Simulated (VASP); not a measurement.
# Ag (Fm-3m) in VASP: further runs

The runs below take Ag through single point, relaxation of cell and atoms, with PBE.

Everything below comes from runs of VASP 6.6.1. Logs are shortened: lines on timing, memory, paths and dates and some standing lists are left out, and cuts for length are marked.

## 1. The cell of the first run

The structure is cubic, space group Fm-3m (No. 225). The conventional cell has a = 4.148 Å, b = 4.148 Å, c = 4.148 Å, α = 90.00°, β = 90.00°, γ = 90.00°. Ag (site symmetry m-3m) has 12 Ag at 2.93 Å within 3.9 Å.

## 2. Single point, PBE

File INCAR:

```
PREC = Accurate
ENCUT = 500
EDIFF = 1E-6
ISMEAR = 0
SIGMA = 0.03
LREAL = False
LASPH = True
NELM = 120
ALGO = Normal
ISIF = 2
LWAVE = False
LCHARG = False
GGA = PE
NBANDS = 12
GGA_COMPAT = False
```

File KPOINTS:

```
regular mesh
0
Gamma
  24 24 24
```

File POSCAR:

```
Ag
1.0
    0.0000000000      2.0739190578      2.0739190578
    2.0739190578      0.0000000000      2.0739190578
    2.0739190578      2.0739190578      0.0000000000
Ag
1
Direct
    0.0000000000      0.0000000000      0.0000000000
```

Potentials or basis: VASP PAW PBE potentials, release 64 (Ag).

Started as:

```sh
cat potpaw_PBE.64/Ag/POTCAR > POTCAR
mpirun -np 1 vasp_std > vasp.out
```

OUTCAR:

```text
PREC = Accurate
   ENCUT = 500
   EDIFF = 1E-6
   ISMEAR = 0
   LREAL = False
   LASPH = True
   NELM = 120
   ISIF = 2
   GGA = PE

 ion  position               nearest neighbor table
   1  0.000  0.000  0.000-

  LATTYP: Found a face centered cubic cell.
 ALAT       =     4.1478381156

  Lattice vectors:

 A1 = (   0.0000000000,   2.0739190578,   2.0739190578)
 A2 = (   2.0739190578,   0.0000000000,   2.0739190578)
 A3 = (   2.0739190578,   2.0739190578,   0.0000000000)

Analysis of symmetry for initial positions (statically):
=====================================================================
 Subroutine PRICEL returns:
 Original cell was already a primitive cell.

 Routine SETGRP: Setting up the symmetry group for a
 face centered cubic supercell.

 Subroutine GETGRP returns: Found 48 space group operations
[... 9 lines left out ...]

 Routine SETGRP: Setting up the symmetry group for a
 face centered cubic supercell.

 Subroutine GETGRP returns: Found 48 space group operations
[... 11 lines left out ...]
                                     Primitive cell

  volume of cell :      17.8404

  direct lattice vectors                    reciprocal lattice vectors
     0.000000000  2.073919058  2.073919058    -0.241089448  0.241089448  0.241089448
     2.073919058  0.000000000  2.073919058     0.241089448 -0.241089448  0.241089448
     2.073919058  2.073919058  0.000000000     0.241089448  0.241089448 -0.241089448

  length of vectors
     2.932964459  2.932964459  2.932964459     0.417579172  0.417579172  0.417579172

  position of ions in fractional coordinates (direct lattice)
     0.000000000  0.000000000  0.000000000

  ion indices of the primitive-cell ions
   primitive index   ion index
                 1           1

----------------------------------------------------------------------------------------

 KPOINTS: regular mesh

Automatic generation of k-mesh.
 Grid dimensions read from file:
 generate k-points for:   24   24   24

 Generating k-lattice:

  Cartesian coordinates                     Fractional coordinates (reciprocal lattice)
    -0.010045394  0.010045394  0.010045394     0.041666667  0.000000000  0.000000000
     0.010045394 -0.010045394  0.010045394     0.000000000  0.041666667  0.000000000
     0.010045394  0.010045394 -0.010045394     0.000000000  0.000000000  0.041666667

  Length of vectors
     0.017399132  0.017399132  0.017399132

  Shift w.r.t. Gamma in fractional coordinates (k-lattice)
     0.000000000  0.000000000  0.000000000

 Subroutine IBZKPT returns following result:
 ===========================================

 Found    413 irreducible k-points:

 Following reciprocal coordinates:
            Coordinates               Weight
  0.000000  0.000000  0.000000      1.000000
  0.041667  0.000000  0.000000      8.000000
  0.083333  0.000000  0.000000      8.000000
  0.125000  0.000000  0.000000      8.000000
  0.166667  0.000000  0.000000      8.000000
  0.208333  0.000000  0.000000      8.000000
[... 16 lines left out ...]
  0.416667  0.041667  0.000000     24.000000
  0.458333  0.041667  0.000000     24.000000
 [... further k-points ...]
   k-points           NKPTS =    413   k-points in BZ     NKDIM =    413   number of bands    NBANDS=     12
   number of dos      NEDOS =    301   number of ions     NIONS =      1
   total plane-waves  NPLWV =  13824
   dimension x,y,z NGX =    24 NGY =   24 NGZ =   24
   dimension x,y,z NGXF=    48 NGYF=   48 NGZF=   48
   ions per type =               1
   NGX,Y,Z   is equivalent  to a cutoff of  13.60, 13.60, 13.60 a.u.
   NGXF,Y,Z  is equivalent  to a cutoff of  27.21, 27.21, 27.21 a.u.
 SYSTEM =  unknown system
   PREC   = accura    normal or accurate (medium, high low for compatibility)
   ISTART =      0    job   : 0-new  1-cont  2-samecut
   ICHARG =      2    charge: 1-file 2-atom 10-const
   ISPIN  =      1    spin polarized calculation?
   LNONCOLLINEAR =      F non collinear calculations
   LSORBIT =      F    spin-orbit coupling
   LASPH  =      T    aspherical Exc in radial PAW
   ENCUT  =  500.0 eV  36.75 Ry    6.06 a.u.   5.35  5.35  5.35*2*pi/ulx,y,z
   NELM   =    120;   NELMIN=  2; NELMDL= -5     # of ELM steps
   EDIFF  = 0.1E-05   stopping-criterion for ELM
   LREAL  =      F    real-space projection
   EDIFFG = 0.1E-04   stopping-criterion for IOM
   NSW    =      0    number of steps for IOM
   IBRION =     -1    ionic relax: 0-MD 1-quasi-New 2-CG
   NFREE  =      0    steps in history (QN), initial steepest desc. (CG)
   ISIF   =      2    stress and relaxation
   ISYM   =      2    0-nonsym 1-usesym 2-fastsym
   POTIM  = 0.5000    time-step for ionic-motion
   TEBEG  =    0.0;   TEEND  =   0.0 temperature during run
   PSTRESS=    0.0 pullay stress
   NELECT =      11.0000    total number of electrons
   NUPDOWN=      -1.0000    fix difference up-down
   EMIN   =  10.00;   EMAX   =-10.00  energy-range for DOS
   EFERMI =   0.00;   METHOD = LEGACY
   ISMEAR =     0;   SIGMA  =   0.03  broadening in eV -4-tet -1-fermi 0-gaus
   EFERMI_NEDOS =   21; number of points for ismear=-14 and -15
   IALGO  =     38    algorithm
   IMIX   =      4    mixing-type and parameters
     AMIX     =   0.40;   BMIX     =  1.00
     AMIX_MAG =   1.60;   BMIX_MAG =  1.00
  volume/ion in A,a.u.               =      17.84       120.39
  Fermi-wavevector in a.u.,A,eV,Ry     =   1.393383  2.633113 26.415942  1.941517
  Thomas-Fermi vector in A             =   2.517035
   LORBIT       =      0    0 simple, 1 ext, 2 COOP (PROOUT), +10 PAW based schemes
   GGA     = PE    functional components
   LHFCALC =     F    Hartree Fock is set to
   AEXX    =    0.0000 exact exchange contribution
   IVDW    =     0    specifies the selected vdW correction
   LEPSILON=     F    determine dielectric tensor
   LRPA    =     F    only Hartree local field effects (RPA)
 non-spin polarized calculation
 Gauss-broadening in eV      SIGMA  =   0.03
  energy-cutoff  :      500.00
  volume of cell :       17.84
 maximum number of plane-waves:       469
 NGX is ok and might be reduce to    24
   NGX = 11   NGY = 11   NGZ = 11

 number of electron      11.0000000 magnetization

 Free energy of the ion-electron system (eV)
  ---------------------------------------------------
  ext. energy  EPLUGINS =         0.00000000
  ---------------------------------------------------
  free energy    TOTEN  =        -2.71949305 eV

  energy without entropy =       -2.71941359  energy(sigma->0) =       -2.71945332

 E-fermi :   7.8669     XC(G=0): -11.9413

 val. band max:        7.8074446804   @ k =   0.5000   0.2500   0.0833
 cond. band min:       7.8682133816   @ k =   0.5000   0.0833   0.0000
 fundamental gap:      0.0607687011
 Fermi energy:         7.8668762559

 k-point     1 :       0.0000    0.0000    0.0000
  band No.  band energies     occupation
      1       0.3757      2.00000
      2       3.1689      2.00000
      3       3.1689      2.00000
      4       3.1689      2.00000
      5       4.1225      2.00000
      6       4.1225      2.00000
      7      23.7358      0.00000
      8      27.0460      0.00000
      9      27.0460      0.00000
     10      27.0460      0.00000
     11      31.7463      0.00000
     12      32.6055      0.00000

 k-point     2 :       0.0417    0.0000    0.0000
  band No.  band energies     occupation
      1       0.4283      2.00000
      2       3.1571      2.00000
      3       3.1832      2.00000
      4       3.1832      2.00000
      5       4.1169      2.00000
      6       4.1169      2.00000
      7      23.7431      0.00000
      8      26.5350      0.00000
      9      27.0605      0.00000
     10      27.0605      0.00000
     11      31.8608      0.00000
     12      32.5586      0.00000

 k-point     3 :       0.0833    0.0000    0.0000
  band No.  band energies     occupation
      1       0.5833      2.00000
      2       3.1261      2.00000
      3       3.2230      2.00000
      4       3.2230      2.00000
      5       4.1034      2.00000
      6       4.1034      2.00000
      7      23.6776      0.00000
      8      25.4789      0.00000
      9      27.0973      0.00000
     10      27.0973      0.00000
     11      31.3724      0.00000
     12      32.3936      0.00000

 k-point     4 :       0.1250    0.0000    0.0000
  band No.  band energies     occupation
      1       0.8300      2.00000
      2       3.0903      2.00000
      3       3.2785      2.00000
      4       3.2785      2.00000
      5       4.0917      2.00000
      6       4.0917      2.00000
      7      23.0794      0.00000
      8      24.7251      0.00000
      9      27.1359      0.00000
     10      27.1359      0.00000
     11      30.7296      0.00000
     12      32.0667      0.00000

 k-point     5 :       0.1667    0.0000    0.0000
  band No.  band energies     occupation
      1       1.1426      2.00000
      2       3.0809      2.00000
      3       3.3317      2.00000
      4       3.3317      2.00000
      5       4.0992      2.00000
      6       4.0992      2.00000
      7      21.7564      0.00000
      8      24.5557      0.00000
      9      27.1425      0.00000
     10      27.1425      0.00000
     11      30.2504      0.00000
     12      31.5931      0.00000

 k-point     6 :       0.2083    0.0000    0.0000
  band No.  band energies     occupation
      1       1.4646      2.00000
      2       3.1602      2.00000
      3       3.3610      2.00000
      4       3.3610      2.00000
      5       4.1457      2.00000
      6       4.1457      2.00000
      7      20.2101      0.00000
      8      24.4572      0.00000
      9      27.0727      0.00000
     10      27.0727      0.00000
     11      30.0733      0.00000
     12      31.0756      0.00000

 k-point     7 :       0.2500    0.0000    0.0000
  band No.  band energies     occupation
      1       1.7027      2.00000
      2       3.3550      2.00000
      3       3.3550      2.00000
      4       3.4263      2.00000
      5       4.2398      2.00000
      6       4.2398      2.00000
      7      18.6181      0.00000
      8      24.2586      0.00000
      9      26.8866      0.00000
     10      26.8866      0.00000
     11      30.2348      0.00000
     12      30.6325      0.00000

 k-point     8 :       0.2917    0.0000    0.0000
  band No.  band energies     occupation
      1       1.8036      2.00000
      2       3.3208      2.00000
      3       3.3208      2.00000
      4       3.9346      2.00000
      5       4.3694      2.00000
      6       4.3694      2.00000
      7      17.0360      0.00000
      8      23.9721      0.00000
      9      26.5796      0.00000
     10      26.5796      0.00000
     11      30.3280      0.00000
     12      30.3281      0.00000
[... 166 lines left out ...]
 k-point    20 :       0.2917    0.0417    0.0000
  band No.  band energies     occupation
      1       1.8206      2.00000
      2       3.3147      2.00000
      3       3.3616      2.00000
      4       3.6222      2.00000
      5       4.3625      2.00000
      6       4.4132      2.00000
      7      17.5937      0.00000
      8      23.9984      0.00000
      9      25.6516      0.00000
     10      27.5158      0.00000
     11      29.3670      0.00000
     12      30.9974      0.00000

 k-point    21 :       0.3333    0.0417    0.0000
  band No.  band energies     occupation
      1       1.8464      2.00000
      2       3.2716      2.00000
      3       3.3188      2.00000
      4       4.0496      2.00000
      5       4.5467      2.00000
      6       4.7328      2.00000
      7      16.0363      0.00000
      8      23.7027      0.00000
      9      25.3885      0.00000
     10      26.8398      0.00000
     11      29.7160      0.00000
     12      30.7582      0.00000

 k-point    22 :       0.3750    0.0417    0.0000
  band No.  band energies     occupation
      1       1.8184      2.00000
      2       3.2198      2.00000
      3       3.2703      2.00000
      4       4.3541      2.00000
      5       4.6739      2.00000
      6       5.3854      2.00000
      7      14.5438      0.00000
      8      23.4162      0.00000
      9      25.1540      0.00000
     10      26.1939      0.00000
     11      29.9529      0.00000
     12      30.5760      0.00000

 k-point    23 :       0.4167    0.0417    0.0000
  band No.  band energies     occupation
      1       1.7773      2.00000
      2       3.1753      2.00000
      3       3.2260      2.00000
      4       4.5476      2.00000
      5       4.7768      2.00000
      6       6.2152      2.00000
      7      13.1590      0.00000
      8      23.1777      0.00000
      9      24.9880      0.00000
     10      25.6377      0.00000
     11      30.1020      0.00000
     12      30.4385      0.00000

 k-point    24 :       0.4583    0.0417    0.0000
  band No.  band energies     occupation
      1       1.7434      2.00000
      2       3.1450      2.00000
      3       3.1929      2.00000
      4       4.6770      2.00000
      5       4.8415      2.00000
      6       7.0583      2.00000
      7      11.9730      0.00000
      8      23.0106      0.00000
      9      24.9266      0.00000
     10      25.2053      0.00000
     11      30.2043      0.00000
     12      30.3301      0.00000

 [... further k-points ...]
[... 5 lines left out ...]
  --------------------------------------------------------------------------------------
  -------------------------------------------------------------------------------------
  Total       -0.0106814     -0.0106814     -0.0106814     -0.0000000     -0.0000000     -0.0000000
  in kB       -0.9592513     -0.9592513     -0.9592513     -0.0000000     -0.0000000     -0.0000000
  external PRESSURE =      -0.9592513 kB  Pullay stress =       0.0000000 kB

 VOLUME and BASIS-vectors are now :
 -----------------------------------------------------------------------------
  energy-cutoff  :      500.00
  volume of cell :       17.84
      direct lattice vectors                 reciprocal lattice vectors
     0.000000000  2.073919058  2.073919058    -0.241089448  0.241089448  0.241089448
     2.073919058  0.000000000  2.073919058     0.241089448 -0.241089448  0.241089448
     2.073919058  2.073919058  0.000000000     0.241089448  0.241089448 -0.241089448

 POSITION                                       TOTAL-FORCE (eV/Angst)
 -----------------------------------------------------------------------------------
      0.00000      0.00000      0.00000         0.000000      0.000000      0.000000
 -----------------------------------------------------------------------------------
    total drift:                               -0.000000      0.000000     -0.000000

  FREE ENERGIE OF THE ION-ELECTRON SYSTEM (eV)
  ---------------------------------------------------
  free  energy   TOTEN  =        -2.7194930496 eV

  energy  without entropy=       -2.7194135926  energy(sigma->0) =       -2.71945332
```

Run time: 45 s. Hardware: 1 thread of Intel Xeon Platinum 8488C (Sapphire Rapids), shared host; peak memory 0.2 GiB.

Results:

* Free energy: -2.7195 eV
* Pressure: -0.1 GPa

## 3. Relaxation of cell and atoms, PBE

This run uses another cell than the first one, of 17.05 Å³/atom, 0.956 times its volume.

File INCAR:

```
PREC     = Accurate       # precision mode
ENCUT    = 500            # plane-wave cutoff, eV
EDIFF    = 1E-7           # SCF threshold, eV
ISMEAR   = 0              # smearing method
SIGMA    = 0.03           # smearing width, eV
LREAL    = False          # projectors in reciprocal space
LASPH    = True           # aspherical terms in the spheres
NELM     = 120            # most SCF steps
ALGO     = Normal         # electronic algorithm
ISIF     = 3              # what is computed and relaxed
LWAVE    = False          # write WAVECAR
LCHARG   = False          # write CHGCAR
GGA      = PE             # functional
IBRION   = 2              # ionic algorithm
NSW      = 100            # ionic steps
EDIFFG   = -0.002         # ionic threshold
GGA_COMPAT= False        
NELMIN   = 4
```

File KPOINTS:

```
Automatic mesh
0
Gamma
  24 24 24
```

File POSCAR:

```
Ag
1.0
    0.0000000000      2.0427500000      2.0427500000
    2.0427500000      0.0000000000      2.0427500000
    2.0427500000      2.0427500000      0.0000000000
Ag
1
Direct
    0.0000000000      0.0000000000      0.0000000000
```

Potentials or basis: VASP PAW PBE potentials, release 64 (Ag).

Started as:

```sh
cat potpaw_PBE.64/Ag/POTCAR > POTCAR
mpirun -np 1 vasp_std > vasp.out
```

It took 72 s on 1 thread of Intel Xeon Platinum 8488C (Sapphire Rapids), shared host; peak memory 0.2 GiB.

It converged, with:

```yaml
Free_energy: -2.7193 eV
Relaxed_volume: 17.83 Å³/atom
Relaxed_cell: a = 2.932 Å, b = 2.932 Å, c = 2.932 Å, α = 60.00°, β = 60.00°, γ = 60.00°
Space_group_after_relaxing_to_0.05_Å: Fm-3m (No. 225)
Energy_gained_by_relaxing: 10.6 meV/atom
Ionic_steps: 3
Pressure_after_relaxing: 0.0 GPa
```

The path:
```tsv
step	energy change (eV)	largest force (eV/Å)	pressure (GPa)	volume (Å³)
1	0.0000	0.0000	4.59	17.05
2	-0.0075	0.0000	-2.12	18.28
3	-0.0106	0.0000	0.01	17.83
```

Final structure:
```
Ag
1.0
     0.00000    2.07340    2.07340
     2.07340    0.00000    2.07340
     2.07340    2.07340    0.00000
Ag
1
Direct
  0.00000 0.00000 0.00000
```

Levels at points of the mesh, in eV from the Fermi level:
```csv
k point,band 4,band 5,band 6,band 7,band 8,band 9
"(0.00, 0.00, 0.00)",-4.70,-3.75,-3.75,15.87,19.19,19.19
"(0.50, 0.00, 0.00)",-3.01,-3.01,-0.33,3.31,15.10,17.36
"(0.50, 0.50, 0.00)",-2.82,-2.82,1.60,6.35,10.39,10.39
```

PBE usually gives volumes a little too large and moduli too small. Zero-point motion and thermal expansion aren't in these numbers.
